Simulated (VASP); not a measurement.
# TiAl (P-6m2) in VASP: notebook, part 2 of 2

VASP 6.6.1. The steps go on from the part before.

## 4. Single point, PBE

This run uses another cell than the first one, of 18.21 Å³/atom.

INCAR

```
PREC = Accurate
ENCUT = 520
EDIFF = 1E-7
ISMEAR = 0
SIGMA = 0.15
LREAL = F
LASPH = T
NELM = 100
ALGO = Normal
ISIF = 2
LWAVE = F
LCHARG = T
GGA = PE
LELF = T
LVHAR = T
NBANDS = 14
```

KPOINTS

```
Automatic mesh
0
Gamma
  18 18 10
```

POSCAR

```
TiAl
1.0
    2.8809683428      0.0000000000      0.0000000000
   -1.4404841714      2.4949917724      0.0000000000
    0.0000000000      0.0000000000      5.0668000000
Ti Al
1 1
Direct
    0.0000000000      0.0000000000      0.0000000000
    0.3333333333      0.6666666667      0.5000000000
```

Potentials or basis: VASP PAW PBE potentials, release 64 (Ti_sv, Al).

The run is started by

```bash
cat potpaw_PBE.64/Ti_sv/POTCAR potpaw_PBE.64/Al/POTCAR > POTCAR
mpirun -np 1 vasp_std > vasp.out
```

OUTCAR:

```text
PREC = Accurate
   ENCUT = 520
   EDIFF = 1E-7
   ISMEAR = 0
   LREAL = F
   LASPH = T
   NELM = 100
   ISIF = 2
   GGA = PE

 ion  position               nearest neighbor table
   1  0.000  0.000  0.000-   2 3.03   2 3.03   2 3.03   2 3.03   2 3.03   2 3.03
   2  0.333  0.667  0.500-   1 3.03   1 3.03   1 3.03   1 3.03   1 3.03   1 3.03

  LATTYP: Found a hexagonal cell.
 ALAT       =     2.8809683428
 C/A-ratio  =     1.7587142228

  Lattice vectors:

 A1 = (   2.8809683428,   0.0000000000,   0.0000000000)
 A2 = (  -1.4404841714,   2.4949917724,   0.0000000000)
 A3 = (   0.0000000000,   0.0000000000,   5.0668000000)

Analysis of symmetry for initial positions (statically):
=====================================================================
 Subroutine PRICEL returns:
 Original cell was already a primitive cell.

 Routine SETGRP: Setting up the symmetry group for a
 hexagonal supercell.

 Subroutine GETGRP returns: Found 12 space group operations
 (whereof 12 operations were pure point group operations)
 out of a pool of 24 trial point group operations.

The static configuration has the point symmetry D_3h.

Analysis of symmetry for dynamics (positions and initial velocities):
=====================================================================
 Subroutine PRICEL returns:
 Original cell was already a primitive cell.

 Routine SETGRP: Setting up the symmetry group for a
 hexagonal supercell.

 Subroutine GETGRP returns: Found 12 space group operations
 (whereof 12 operations were pure point group operations)
 out of a pool of 24 trial point group operations.

The dynamic configuration has the point symmetry D_3h.

 Subroutine INISYM returns: Found 12 space group operations
 (whereof 12 operations are pure point group operations),
 and found     1 'primitive' translations

----------------------------------------------------------------------------------------

                                     Primitive cell

  volume of cell :      36.4201

  direct lattice vectors                    reciprocal lattice vectors
     2.880968343  0.000000000  0.000000000     0.347105515  0.200401462  0.000000000
    -1.440484171  2.494991772  0.000000000     0.000000000  0.400802925  0.000000000
     0.000000000  0.000000000  5.066800000     0.000000000  0.000000000  0.197363227

  length of vectors
     2.880968343  2.880968343  5.066800000     0.400802925  0.400802925  0.197363227

  position of ions in fractional coordinates (direct lattice)
     0.000000000  0.000000000  0.000000000
     0.333333333  0.666666667  0.500000000

  ion indices of the primitive-cell ions
   primitive index   ion index
                 1           1
                 2           2

----------------------------------------------------------------------------------------

 KPOINTS: Automatic mesh

Automatic generation of k-mesh.
 Grid dimensions read from file:
 generate k-points for:   18   18   10

 Generating k-lattice:

  Cartesian coordinates                     Fractional coordinates (reciprocal lattice)
     0.019283640  0.011133415  0.000000000     0.055555556 -0.000000000  0.000000000
     0.000000000  0.022266829  0.000000000     0.000000000  0.055555556  0.000000000
     0.000000000  0.000000000  0.019736323     0.000000000  0.000000000  0.100000000
[... 40 lines left out ...]
   number of dos      NEDOS =    301   number of ions     NIONS =      2
   total plane-waves  NPLWV =  23040
   dimension x,y,z NGX =    24 NGY =   24 NGZ =   40
   dimension x,y,z NGXF=    48 NGYF=   48 NGZF=   80
   ions per type =               1   1
   NGX,Y,Z   is equivalent  to a cutoff of  13.85, 13.85, 13.12 a.u.
   NGXF,Y,Z  is equivalent  to a cutoff of  27.70, 27.70, 26.25 a.u.
 SYSTEM =  unknown system
   PREC   = accura    normal or accurate (medium, high low for compatibility)
   ISTART =      0    job   : 0-new  1-cont  2-samecut
   ICHARG =      2    charge: 1-file 2-atom 10-const
   ISPIN  =      1    spin polarized calculation?
   LNONCOLLINEAR =      F non collinear calculations
   LSORBIT =      F    spin-orbit coupling
   LASPH  =      T    aspherical Exc in radial PAW
   ENCUT  =  520.0 eV  38.22 Ry    6.18 a.u.   5.36  5.36  9.42*2*pi/ulx,y,z
   NELM   =    100;   NELMIN=  2; NELMDL= -5     # of ELM steps
   EDIFF  = 0.1E-06   stopping-criterion for ELM
   LREAL  =      F    real-space projection
   EDIFFG = 0.1E-05   stopping-criterion for IOM
   NSW    =      0    number of steps for IOM
   IBRION =     -1    ionic relax: 0-MD 1-quasi-New 2-CG
   NFREE  =      0    steps in history (QN), initial steepest desc. (CG)
   ISIF   =      2    stress and relaxation
   ISYM   =      2    0-nonsym 1-usesym 2-fastsym
   POTIM  = 0.5000    time-step for ionic-motion
   TEBEG  =    0.0;   TEEND  =   0.0 temperature during run
   PSTRESS=    0.0 pullay stress
   NELECT =      15.0000    total number of electrons
   NUPDOWN=      -1.0000    fix difference up-down
   EMIN   =  10.00;   EMAX   =-10.00  energy-range for DOS
   EFERMI =   0.00;   METHOD = LEGACY
   ISMEAR =     0;   SIGMA  =   0.15  broadening in eV -4-tet -1-fermi 0-gaus
   EFERMI_NEDOS =   21; number of points for ismear=-14 and -15
   IALGO  =     38    algorithm
   IMIX   =      4    mixing-type and parameters
     AMIX     =   0.40;   BMIX     =  1.00
     AMIX_MAG =   1.60;   BMIX_MAG =  1.00
  volume/ion in A,a.u.               =      18.21       122.89
  Fermi-wavevector in a.u.,A,eV,Ry     =   1.218030  2.301744 20.185577  1.483598
  Thomas-Fermi vector in A             =   2.353331
   LORBIT       =      0    0 simple, 1 ext, 2 COOP (PROOUT), +10 PAW based schemes
   GGA     = PE    functional components
   LHFCALC =     F    Hartree Fock is set to
   AEXX    =    0.0000 exact exchange contribution
   IVDW    =     0    specifies the selected vdW correction
   LEPSILON=     F    determine dielectric tensor
   LRPA    =     F    only Hartree local field effects (RPA)
 non-spin polarized calculation
 Gauss-broadening in eV      SIGMA  =   0.15
  energy-cutoff  :      520.00
  volume of cell :       36.42
 maximum number of plane-waves:      1003
 NGX is ok and might be reduce to    24
   NGX = 11   NGY = 11   NGZ = 19

 number of electron      15.0000001 magnetization

 Free energy of the ion-electron system (eV)
  ---------------------------------------------------
  ext. energy  EPLUGINS =         0.00000000
  ---------------------------------------------------
  free energy    TOTEN  =       -11.93827016 eV

  energy without entropy =      -11.91374333  energy(sigma->0) =      -11.92600674

 E-fermi :   7.0623     XC(G=0): -10.5540

 val. band max:        7.0604165193   @ k =   0.1667   0.1667   0.2000
 cond. band min:       7.0666674580   @ k =   0.3889   0.1111   0.4000
 fundamental gap:      0.0062509387
 Fermi energy:         7.0623112230

 k-point     1 :       0.0000    0.0000    0.0000
  band No.  band energies     occupation
      1     -49.6756      2.00000
      2     -25.9941      2.00000
      3     -25.5743      2.00000
      4     -25.5743      2.00000
      5      -1.6244      2.00000
      6       4.4886      2.00000
      7       4.7587      2.00000
      8       8.2419      0.00000
      9       8.2419      0.00000
     10       9.7033      0.00000
     11       9.7033      0.00000
     12       9.7277      0.00000
     13      19.9718      0.00000
     14      19.9718      0.00000
[... 377 lines left out ...]
      1     -49.5873      2.00000
      2     -26.0799      2.00000
      3     -25.9092      2.00000
      4     -25.7353      2.00000
      5       3.0864      2.00000
      6       5.3239      2.00000
      7       5.7659      2.00000
      8       6.2908      2.00000
      9       8.6192      0.00000
     10       9.7263      0.00000
     11      10.4629      0.00000
     12      11.1070      0.00000
     13      12.1193      0.00000
     14      12.9901      0.00000

 [... further k-points ...]

------------------------ aborting loop because EDIFF is reached ----------------------------------------

  FORCE on cell =-STRESS in cart. coord.  units (eV):
  Direction    XX          YY          ZZ          XY          YZ          ZX
  --------------------------------------------------------------------------------------
  -------------------------------------------------------------------------------------
  Total       -0.8904117     -0.8904117     -3.5436801      0.0000000      0.0000000     -0.0000000
  in kB      -39.1705885    -39.1705885   -155.8919634      0.0000000      0.0000000     -0.0000000
  external PRESSURE =     -78.0777135 kB  Pullay stress =       0.0000000 kB

 VOLUME and BASIS-vectors are now :
 -----------------------------------------------------------------------------
  energy-cutoff  :      520.00
  volume of cell :       36.42
      direct lattice vectors                 reciprocal lattice vectors
     2.880968343  0.000000000  0.000000000     0.347105515  0.200401462  0.000000000
    -1.440484171  2.494991772  0.000000000     0.000000000  0.400802925  0.000000000
     0.000000000  0.000000000  5.066800000     0.000000000  0.000000000  0.197363227

 POSITION                                       TOTAL-FORCE (eV/Angst)
 -----------------------------------------------------------------------------------
      0.00000      0.00000      0.00000         0.000000      0.000000      0.000000
     -0.00000      1.66333      2.53340        -0.000000      0.000000      0.000000
 -----------------------------------------------------------------------------------
    total drift:                                0.000000     -0.000000      0.000000

  FREE ENERGIE OF THE ION-ELECTRON SYSTEM (eV)
  ---------------------------------------------------
  free  energy   TOTEN  =       -11.9382701600 eV

  energy  without entropy=      -11.9137433279  energy(sigma->0) =      -11.92600674
```

It took 2.7 min on 1 thread of Intel Xeon 8259CL, shared host; peak memory 0.25 GiB.

What came out:

```
Free energy            : -11.9383 eV
Pressure               : -7.8 GPa
Band gap on the k mesh : zero (an odd number of electrons rules out a gap without spin polarisation)
```

Levels at points of the mesh, in eV from the Fermi level:
| k point | band 5 | band 6 | band 7 | band 8 | band 9 | band 10 |
| --- | --- | --- | --- | --- | --- | --- |
| (0.00, 0.00, 0.00) | -8.69 | -2.57 | -2.30 | 1.18 | 1.18 | 2.64 |
| (0.50, 0.00, 0.00) | -3.40 | -2.67 | -1.40 | -1.04 | 2.04 | 3.36 |
| (0.00, 0.00, 0.50) | -8.05 | -5.21 | -0.77 | 1.19 | 1.19 | 2.61 |
| (0.50, 0.00, 0.50) | -3.33 | -2.43 | -1.74 | 0.51 | 0.82 | 1.94 |

Caveat: the stress differs along the axes, from -16 to -4 GPa.

## 5. The runs side by side

```tsv
cell	gap on the mesh (eV)	pressure (GPa)
a = 2.917, b = 2.917, c = 4.091 Å, angles 90.0, 90.0, 120.0°, 2 atoms	none	17.0
a = 2.917, b = 2.917, c = 4.927 Å, angles 90.0, 90.0, 120.0°, 2 atoms	none	-7.7
a = 2.881, b = 2.881, c = 5.067 Å, angles 90.0, 90.0, 120.0°, 2 atoms	none	-7.8
```

Alike in all rows: task single point; level PBE; potentials or basis VASP PAW PBE potentials, release 64 (Ti_sv, Al); no spin polarisation; k mesh 18 × 18 × 10; cutoff (eV) 520; smearing gaussian 0.15 eV.

Caveats: the stress differs along the axes, from 9 to 32 GPa (at least some runs); the stress differs along the axes, from -12 to -6 GPa (at least some runs); the stress differs along the axes, from -16 to -4 GPa (at least some runs).

Total energies depend on the potentials used, so only differences within one code and one set of settings carry meaning.
